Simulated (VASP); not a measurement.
# TiAl (Pm-3m) in VASP: notebook

Aim: see how the results for TiAl move with the level of theory and the settings. Levels: PBE0, r2SCANh. Tasks: single point.

All numbers are computed with VASP 6.6.1; they aren't measurements. Logs are shortened: lines on timing, memory, paths and dates and some standing lists are left out, and cuts for length are marked.

## 1. The cell of the first run

It takes space group Pm-3m (No. 221, cubic). Conventional cell: a = 3.221 Å, b = 3.221 Å, c = 3.221 Å, α = 90.00°, β = 90.00°, γ = 90.00°. Ti (site symmetry m-3m) has 8 Al at 2.79 Å and 6 Ti at 3.22 Å within 3.7 Å. Al (site symmetry m-3m) has 8 Ti at 2.79 Å and 6 Al at 3.22 Å within 3.7 Å.

## 2. Single point, PBE0

POSCAR

```
TiAl
1.0
    3.2208985869      0.0000000000      0.0000000000
    0.0000000000      3.2208985869      0.0000000000
    0.0000000000      0.0000000000      3.2208985869
Ti Al
1 1
Direct
    0.0000000000      0.0000000000      0.0000000000
    0.5000000000      0.5000000000      0.5000000000
```

INCAR.step1

```
PREC = Accurate
ENCUT = 520
EDIFF = 1E-5
ISMEAR = -1
SIGMA = 0.05
LREAL = False
LASPH = True
NELM = 80
ALGO = Normal
ISIF = 2
LWAVE = True
LCHARG = False
GGA = PE
NBANDS = 14
```

INCAR.step2

```
PREC = Accurate
ENCUT = 520
EDIFF = 1E-6
ISMEAR = -1
SIGMA = 0.05
LREAL = False
LASPH = True
NELM = 80
ALGO = Normal
ISIF = 2
LWAVE = False
LCHARG = False
GGA = PE
LHFCALC = True
AEXX = 0.25
PRECFOCK = Normal
ISTART = 1
NBANDS = 14
```

KPOINTS

```
regular mesh
0
Gamma
  4 4 4
```

Potentials or basis: VASP PAW PBE potentials, release 64 (Ti_sv, Al).

On the command line:

```console
$ cat potpaw_PBE.64/Ti_sv/POTCAR potpaw_PBE.64/Al/POTCAR > POTCAR
$ cp INCAR.step1 INCAR
$ mpirun -np 1 vasp_std > vasp.out
$ cp INCAR.step2 INCAR
$ mpirun -np 1 vasp_std > vasp.out
```

OUTCAR:

```text
PREC = Accurate
   ENCUT = 520
   EDIFF = 1E-6
   ISMEAR = -1
   LREAL = False
   LASPH = True
   NELM = 80
   ISIF = 2
   GGA = PE
   LHFCALC = True
   AEXX = 0.25
   PRECFOCK = Normal
   ISTART = 1

 ion  position               nearest neighbor table
   1  0.000  0.000  0.000-   2 2.79   2 2.79   2 2.79   2 2.79   2 2.79   2 2.79   2 2.79   2 2.79

   2  0.500  0.500  0.500-   1 2.79   1 2.79   1 2.79   1 2.79   1 2.79   1 2.79   1 2.79   1 2.79

  LATTYP: Found a simple cubic cell.
 ALAT       =     3.2208985869

  Lattice vectors:

 A1 = (   3.2208985869,   0.0000000000,   0.0000000000)
 A2 = (   0.0000000000,   3.2208985869,   0.0000000000)
 A3 = (   0.0000000000,   0.0000000000,   3.2208985869)

Analysis of symmetry for initial positions (statically):
=====================================================================
 Subroutine PRICEL returns:
 Original cell was already a primitive cell.

 Routine SETGRP: Setting up the symmetry group for a
 simple cubic supercell.

 Subroutine GETGRP returns: Found 48 space group operations
 (whereof 48 operations were pure point group operations)
 out of a pool of 48 trial point group operations.

The static configuration has the point symmetry O_h .

Analysis of symmetry for dynamics (positions and initial velocities):
=====================================================================
 Subroutine PRICEL returns:
 Original cell was already a primitive cell.

 Routine SETGRP: Setting up the symmetry group for a
 simple cubic supercell.

 Subroutine GETGRP returns: Found 48 space group operations
 (whereof 48 operations were pure point group operations)
 out of a pool of 48 trial point group operations.

The dynamic configuration has the point symmetry O_h .

 Subroutine INISYM returns: Found 48 space group operations
 (whereof 48 operations are pure point group operations),
 and found     1 'primitive' translations

----------------------------------------------------------------------------------------

                                     Primitive cell

  volume of cell :      33.4142

  direct lattice vectors                    reciprocal lattice vectors
     3.220898587  0.000000000  0.000000000     0.310472364  0.000000000  0.000000000
[... 84 lines left out ...]
   EMIN   =  10.00;   EMAX   =-10.00  energy-range for DOS
   EFERMI =   0.00;   METHOD = LEGACY
   ISMEAR =    -1;   SIGMA  =   0.05  broadening in eV -4-tet -1-fermi 0-gaus
   EFERMI_NEDOS =   21; number of points for ismear=-14 and -15
   IALGO  =     38    algorithm
   IMIX   =      1    mixing-type and parameters
     AMIX     =   0.40;   BMIX     =  1.00
     AMIX_MAG =   1.60;   BMIX_MAG =  1.00
  volume/ion in A,a.u.               =      16.71       112.75
  Fermi-wavevector in a.u.,A,eV,Ry     =   1.253511  2.368793 21.378701  1.571290
  Thomas-Fermi vector in A             =   2.387360
   LORBIT       =      0    0 simple, 1 ext, 2 COOP (PROOUT), +10 PAW based schemes
   GGA     = PE    functional components
   LHFCALC =     T    Hartree Fock is set to
   PRECFOCK=normal    Normal, Fast or Accurate (Low or Medium for compatibility)
   ENCUT4O =  -1.0   cutoff for four orbital integrals eV
   NKREDX  =     1    reduce k-point grid by
   NKREDY  =     1    reduce k-point grid by
   NKREDZ  =     1    reduce k-point grid by
   AEXX    =    0.2500 exact exchange contribution
   HFSCREEN=    0.0000 screening length (either q_TF or 0.3 A-1)
   HFSCREENC=   0.0000 screening length for correlation (either q_TF or 0.3 A-1)
   ENCUTFOCK=  -1.0 apply spherical cutoff to Coloumb kernel
   IVDW    =     0    specifies the selected vdW correction
   LEPSILON=     F    determine dielectric tensor
   LRPA    =     F    only Hartree local field effects (RPA)
 non-spin polarized calculation
  energy-cutoff  :      520.00
  volume of cell :       33.41
 maximum number of plane-waves:       912
 NGX is ok and might be reduce to    24
  NGX = 18; NGY = 18; NGZ = 18

 number of electron      14.9999997 magnetization

 Free energy of the ion-electron system (eV)
  ---------------------------------------------------
  ext. energy  EPLUGINS =         0.00000000
  ---------------------------------------------------
  free energy    TOTEN  =       -15.52680414 eV

  energy without entropy =      -15.51616617  energy(sigma->0) =      -15.52148516

 E-fermi :   8.5047     XC(G=0):  -8.6047

 val. band max:        7.9813619480   @ k =   0.2500   0.2500   0.2500
 cond. band min:       8.5597595438   @ k =   0.5000   0.2500   0.2500
 fundamental gap:      0.5783975958
 Fermi energy:         8.5046571664

 k-point     1 :       0.0000    0.0000    0.0000
  band No.  band energies     occupation
      1     -54.1817      2.00000
      2     -28.7043      2.00000
      3     -28.7043      2.00000
      4     -28.7043      2.00000
      5      -2.5795      2.00000
      6       6.0866      2.00000
      7       6.0866      2.00000
      8      11.1870      0.00000
      9      11.1870      0.00000
     10      11.1870      0.00000
     11      13.4722      0.00000
     12      13.4722      0.00000
     13      13.4722      0.00000
     14      18.2261      0.00000
[... 139 lines left out ...]
      1     -54.1394      2.00000
      2     -28.8330      2.00000
      3     -28.8330      2.00000
      4     -28.8330      2.00000
      5       4.5359      2.00000
      6       4.5359      2.00000
      7       4.5359      2.00000
      8       9.4765      0.00000
      9      11.7265      0.00000
     10      11.7265      0.00000
     11      11.7265      0.00000
     12      11.7430      0.00000
     13      11.7430      0.00000
     14      15.9754      0.00000

------------------------ aborting loop because EDIFF is reached ----------------------------------------

  FORCE on cell =-STRESS in cart. coord.  units (eV):
  Direction    XX          YY          ZZ          XY          YZ          ZX
  --------------------------------------------------------------------------------------
  -------------------------------------------------------------------------------------
  Total       -1.1710697     -1.1710697     -1.1710697      0.0000000      0.0000000      0.0000000
  in kB      -56.1516046    -56.1516046    -56.1516046      0.0000000      0.0000000      0.0000000
  external PRESSURE =     -56.1516046 kB  Pullay stress =       0.0000000 kB

 VOLUME and BASIS-vectors are now :
 -----------------------------------------------------------------------------
  energy-cutoff  :      520.00
  volume of cell :       33.41
      direct lattice vectors                 reciprocal lattice vectors
     3.220898587  0.000000000  0.000000000     0.310472364  0.000000000  0.000000000
     0.000000000  3.220898587  0.000000000     0.000000000  0.310472364  0.000000000
     0.000000000  0.000000000  3.220898587     0.000000000  0.000000000  0.310472364

 POSITION                                       TOTAL-FORCE (eV/Angst)
 -----------------------------------------------------------------------------------
      0.00000      0.00000      0.00000         0.000000      0.000000      0.000000
      1.61045      1.61045      1.61045         0.000000      0.000000      0.000000
 -----------------------------------------------------------------------------------
    total drift:                                0.000000      0.000000      0.000000

  FREE ENERGIE OF THE ION-ELECTRON SYSTEM (eV)
  ---------------------------------------------------
  free  energy   TOTEN  =       -15.5268041449 eV

  energy  without entropy=      -15.5161661663  energy(sigma->0) =      -15.52148516
```

OSZICAR.step1:

```text
N       E                     dE             d eps       ncg     rms          rms(c)
DAV:   1     0.982873240133E+02    0.98287E+02   -0.72453E+03   280   0.107E+03
DAV:   2    -0.818556056087E+01   -0.10647E+03   -0.10281E+03   280   0.297E+02
DAV:   3    -0.138271711598E+02   -0.56416E+01   -0.55088E+01   442   0.642E+01
DAV:   4    -0.139939085804E+02   -0.16674E+00   -0.16659E+00   298   0.989E+00
DAV:   5    -0.140014496767E+02   -0.75411E-02   -0.75406E-02   400   0.197E+00    0.956E+00
DAV:   6    -0.122007647876E+02    0.18007E+01   -0.52431E+00   306   0.316E+01    0.294E+00
DAV:   7    -0.121324898762E+02    0.68275E-01   -0.44649E-01   298   0.923E+00    0.162E+00
DAV:   8    -0.121342348924E+02   -0.17450E-02   -0.85886E-02   324   0.345E+00    0.815E-01
DAV:   9    -0.121235962561E+02    0.10639E-01   -0.26200E-02   310   0.233E+00    0.151E-01
DAV:  10    -0.121237750695E+02   -0.17881E-03   -0.66218E-04   346   0.218E-01    0.109E-01
DAV:  11    -0.121237219736E+02    0.53096E-04   -0.45707E-04   332   0.274E-01    0.302E-02
DAV:  12    -0.121237252933E+02   -0.33197E-05   -0.34350E-05   288   0.490E-02
   1 F= -.12123725E+02 E0= -.12115140E+02  d E =-.171710E-01
```

Wall time 5.9 min (1 thread of Intel Xeon 8259CL, shared host); peak memory 0.15 GiB.

Results:

```yaml
Free_energy: -15.5268 eV
Pressure: -5.6 GPa
Band_gap_on_the_k_mesh: zero (an odd number of electrons rules out a gap without spin polarisation)
```

Caveat: the k points lie up to 0.49 Å⁻¹ apart, too coarse for converged energies and pressures of a metal; the PAW data sets were made with another functional, which shifts forces and pressure a little.

## 3. Single point, PBE0

This run uses another cell than the first one, of 17.03 Å³/atom.

POSCAR

```
TiAl
1.0
    3.2414144177      0.0000000000      0.0000000000
    0.0000000000      3.2414144177      0.0000000000
    0.0000000000      0.0000000000      3.2414144177
Ti Al
1 1
Direct
    0.0000000000      0.0000000000      0.0000000000
    0.5000000000      0.5000000000      0.5000000000
```

INCAR.step1

```
PREC = Accurate ; ENCUT = 520
EDIFF = 1E-5 ; ISMEAR = -1
SIGMA = 0.05 ; LREAL = F
LASPH = T ; NELM = 60
ALGO = Normal ; ISIF = 2
LWAVE = T ; LCHARG = F
GGA = PE ; NBANDS = 14
```

INCAR.step2

```
PREC = Accurate ; ENCUT = 520
EDIFF = 1E-7 ; ISMEAR = -1
SIGMA = 0.05 ; LREAL = F
LASPH = T ; NELM = 60
ALGO = Normal ; ISIF = 2
LWAVE = F ; LCHARG = F
GGA = PE ; LHFCALC = T
AEXX = 0.25 ; PRECFOCK = Normal
ISTART = 1 ; NBANDS = 14
```

KPOINTS

```
Automatic mesh
0
Gamma
  4 4 4
```

Potentials or basis: VASP PAW PBE potentials, release 64 (Ti_sv, Al).

On the command line:

```console
$ cat potpaw_PBE.64/Ti_sv/POTCAR potpaw_PBE.64/Al/POTCAR > POTCAR
$ cp INCAR.step1 INCAR
$ mpirun -np 1 vasp_std > vasp.out
$ cp INCAR.step2 INCAR
$ mpirun -np 1 vasp_std > vasp.out
```

It took 13 min on 1 thread of Intel Xeon 8259CL, shared host; peak memory 0.15 GiB.

Results (log left out):

```yaml
Free_energy: -15.5009 eV
Pressure: -7.4 GPa
Band_gap_on_the_k_mesh: zero (an odd number of electrons rules out a gap without spin polarisation)
```

Levels at points of the mesh, in eV from the Fermi level:
| k point | band 5 | band 6 | band 7 | band 8 | band 9 | band 10 |
| --- | --- | --- | --- | --- | --- | --- |
| (0.00, 0.00, 0.00) | -10.98 | -2.36 | -2.36 | 2.64 | 2.64 | 2.64 |
| (0.50, 0.00, 0.00) | -7.47 | -6.55 | -1.41 | 0.74 | 0.74 | 2.85 |
| (0.50, 0.50, 0.00) | -6.11 | -3.13 | -3.13 | -2.40 | 1.45 | 1.45 |
| (0.50, 0.50, 0.50) | -3.90 | -3.90 | -3.90 | 0.86 | 3.16 | 3.16 |

Caveat: the k points lie up to 0.48 Å⁻¹ apart, too coarse for converged energies and pressures of a metal; the PAW data sets were made with another functional, which shifts forces and pressure a little.

## 4. Single point, r2SCANh

This run uses another cell than the first one, of 16.06 Å³/atom.

POSCAR

```
TiAl
1.0
    3.1790640000      0.0000000000      0.0000000000
    0.0000000000      3.1790640000      0.0000000000
    0.0000000000      0.0000000000      3.1790640000
Ti Al
1 1
Direct
    0.0000000000      0.0000000000      0.0000000000
    0.5000000000      0.5000000000      0.5000000000
```

INCAR.step1

```
SYSTEM = TiAl
PREC = Accurate
ENCUT = 440
EDIFF = 1E-5
ISMEAR = 1
SIGMA = 0.1
LREAL = .FALSE.
LASPH = .TRUE.
NELM = 120
ALGO = Normal
ISIF = 2
LWAVE = .TRUE.
NBANDS = 14
GGA = PE
GGA_COMPAT = .FALSE.
```

INCAR.step2

```
SYSTEM = TiAl
PREC = Accurate
ENCUT = 440
EDIFF = 1E-6
ISMEAR = 1
SIGMA = 0.1
LREAL = .FALSE.
LASPH = .TRUE.
NELM = 120
ALGO = Normal
ISIF = 2
LWAVE = .FALSE.
LCHARG = .TRUE.
METAGGA = R2SCAN
LHFCALC = .TRUE.
AEXX = 0.1
LMIXTAU = .TRUE.
PRECFOCK = Normal
LELF = .TRUE.
LVHAR = .TRUE.
NBANDS = 14
ISTART = 1
GGA_COMPAT = .FALSE.
```

KPOINTS

```
regular mesh
0
G
  5 5 5
  0 0 0
```

Potentials or basis: VASP PAW PBE potentials, release 64 (Ti_sv, Al).

On the command line:

```console
$ cat potpaw_PBE.64/Ti_sv/POTCAR potpaw_PBE.64/Al/POTCAR > POTCAR
$ cp INCAR.step1 INCAR
$ mpirun -np 1 vasp_std > vasp.out
$ cp INCAR.step2 INCAR
$ mpirun -np 1 vasp_std > vasp.out
```

OUTCAR:

```text
SYSTEM = TiAl
   PREC = Accurate
   ENCUT = 440
   EDIFF = 1E-6
   ISMEAR = 1
   LREAL = .FALSE.
   LASPH = .TRUE.
   NELM = 120
   ISIF = 2
   METAGGA = R2SCAN
   LHFCALC = .TRUE.
   AEXX = 0.1
   PRECFOCK = Normal
   ISTART = 1

 ion  position               nearest neighbor table
   1  0.000  0.000  0.000-   2 2.75   2 2.75   2 2.75   2 2.75   2 2.75   2 2.75   2 2.75   2 2.75

   2  0.500  0.500  0.500-   1 2.75   1 2.75   1 2.75   1 2.75   1 2.75   1 2.75   1 2.75   1 2.75

  LATTYP: Found a simple cubic cell.
[... 354 lines left out ...]

  FORCE on cell =-STRESS in cart. coord.  units (eV):
  Direction    XX          YY          ZZ          XY          YZ          ZX
  --------------------------------------------------------------------------------------
  -------------------------------------------------------------------------------------
  Total       -0.3662240     -0.3662240     -0.3662240      0.0000000     -0.0000000      0.0000000
  in kB      -18.2624701    -18.2624701    -18.2624701      0.0000000     -0.0000000      0.0000000
  external PRESSURE =     -18.2624701 kB  Pullay stress =       0.0000000 kB

 VOLUME and BASIS-vectors are now :
 -----------------------------------------------------------------------------
  energy-cutoff  :      440.00
  volume of cell :       32.13
      direct lattice vectors                 reciprocal lattice vectors
     3.179064000  0.000000000  0.000000000     0.314557996  0.000000000  0.000000000
     0.000000000  3.179064000  0.000000000     0.000000000  0.314557996  0.000000000
     0.000000000  0.000000000  3.179064000     0.000000000  0.000000000  0.314557996

 POSITION                                       TOTAL-FORCE (eV/Angst)
 -----------------------------------------------------------------------------------
      0.00000      0.00000      0.00000         0.000000      0.000000      0.000000
      1.58953      1.58953      1.58953         0.000000      0.000000      0.000000
 -----------------------------------------------------------------------------------
    total drift:                                0.000000      0.000000      0.000000

  FREE ENERGIE OF THE ION-ELECTRON SYSTEM (eV)
  ---------------------------------------------------
  free  energy   TOTEN  =       -20.8698331107 eV

  energy  without entropy=      -20.8684735473  energy(sigma->0) =      -20.86937992
```

Run time: 11 min. Hardware: 1 thread of AMD EPYC 7R43 (Zen 3), shared host; peak memory 0.12 GiB.

Results:

```yaml
Free_energy: -20.8698 eV
Pressure: -1.8 GPa
Band_gap_on_the_k_mesh: zero (an odd number of electrons rules out a gap without spin polarisation)
```

Levels at points of the mesh, in eV from the Fermi level:
```tsv
k point	band 5	band 6	band 7	band 8	band 9	band 10
(0.00, 0.00, 0.00)	-10.45	-1.91	-1.91	2.54	2.54	2.54
```

Caveat: the k points lie up to 0.40 Å⁻¹ apart, too coarse for converged energies and pressures of a metal; the PAW data sets were made with another functional, which shifts forces and pressure a little.

## 5. Single point, PBE0

This run uses another cell than the first one, of 15.74 Å³/atom.

POSCAR

```
TiAl
1.0
    3.1577273571      0.0000000000      0.0000000000
    0.0000000000      3.1577273571      0.0000000000
    0.0000000000      0.0000000000      3.1577273571
Ti Al
1 1
Direct
    0.0000000000      0.0000000000      0.0000000000
    0.5000000000      0.5000000000      0.5000000000
```

INCAR.step1

```
SYSTEM = TiAl
PREC = Accurate ; ENCUT = 520
EDIFF = 1E-5 ; ISMEAR = -1
SIGMA = 0.05 ; LREAL = .False.
LASPH = .True. ; NELM = 100
ALGO = Normal ; ISIF = 2
LWAVE = .True. ; NBANDS = 14
GGA = PE
```

INCAR.step2

```
SYSTEM = TiAl
PREC = Accurate ; ENCUT = 520
EDIFF = 1E-6 ; ISMEAR = -1
SIGMA = 0.05 ; LREAL = .False.
LASPH = .True. ; NELM = 100
ALGO = Normal ; ISIF = 2
LWAVE = .False. ; LCHARG = .True.
GGA = PE ; LHFCALC = .True.
AEXX = 0.25 ; PRECFOCK = Normal
LELF = .True. ; LVHAR = .True.
NBANDS = 14 ; ISTART = 1
```

KPOINTS

```
Automatic mesh
0
Gamma
  6 6 6
  0 0 0
```

On the command line:

```console
$ cat potpaw_PBE.64/Ti_sv/POTCAR potpaw_PBE.64/Al/POTCAR > POTCAR
$ cp INCAR.step1 INCAR
$ mpirun -np 1 vasp_std > vasp.out
$ cp INCAR.step2 INCAR
$ mpirun -np 1 vasp_std > vasp.out
```

It took 47 min on 1 thread of AMD EPYC 7R13, shared host; peak memory 0.13 GiB.

The run converged. Its results:

```yaml
Free_energy: -15.5610 eV
Pressure: -0.2 GPa
Band_gap_on_the_k_mesh: zero (an odd number of electrons rules out a gap without spin polarisation)
```

Levels at points of the mesh, in eV from the Fermi level:
| k point | band 4 | band 5 | band 6 | band 7 | band 8 | band 9 | band 10 | band 11 |
| --- | --- | --- | --- | --- | --- | --- | --- | --- |
| (0.00, 0.00, 0.00) | -37.07 | -11.66 | -2.84 | -2.84 | 2.82 | 2.82 | 2.82 | 4.99 |
| (0.50, 0.00, 0.00) | -37.05 | -7.92 | -7.07 | -1.77 | 0.63 | 0.63 | 3.07 | 3.63 |
| (0.50, 0.50, 0.00) | -37.03 | -6.60 | -3.47 | -3.47 | -2.79 | 1.43 | 1.43 | 3.32 |
| (0.50, 0.50, 0.50) | -37.23 | -4.39 | -4.39 | -4.39 | 0.99 | 3.21 | 3.21 | 3.21 |

Caveat: the PAW data sets were made with another functional, which shifts forces and pressure a little.

## 6. Overview

| level | cell | k mesh | cutoff (eV) | smearing | share of exact exchange | gap on the mesh (eV) | pressure (GPa) |
| --- | --- | --- | --- | --- | --- | --- | --- |
| PBE0 | a = 3.221 Å, 2 atoms | 4 × 4 × 4 | 520 | fermi-dirac 0.05 eV | 0.25 | none | -5.6 |
| PBE0 | a = 3.241 Å, 2 atoms | 4 × 4 × 4 | 520 | fermi-dirac 0.05 eV | 0.25 | none | -7.4 |
| r2SCANh | a = 3.179 Å, 2 atoms | 5 × 5 × 5 | 440 | methfessel-paxton 0.1 eV | 0.1 | none | -1.8 |
| PBE0 | a = 3.158 Å, 2 atoms | 6 × 6 × 6 | 520 | fermi-dirac 0.05 eV | 0.25 | none | -0.2 |

Alike in all rows: task single point; potentials or basis VASP PAW PBE potentials, release 64 (Ti_sv, Al); no spin polarisation.

Caveats: some runs use coarse meshes; the PAW data sets were made with another functional, which shifts forces and pressure a little.

Total energies depend on the potentials used, so only differences within one code and one set of settings carry meaning.
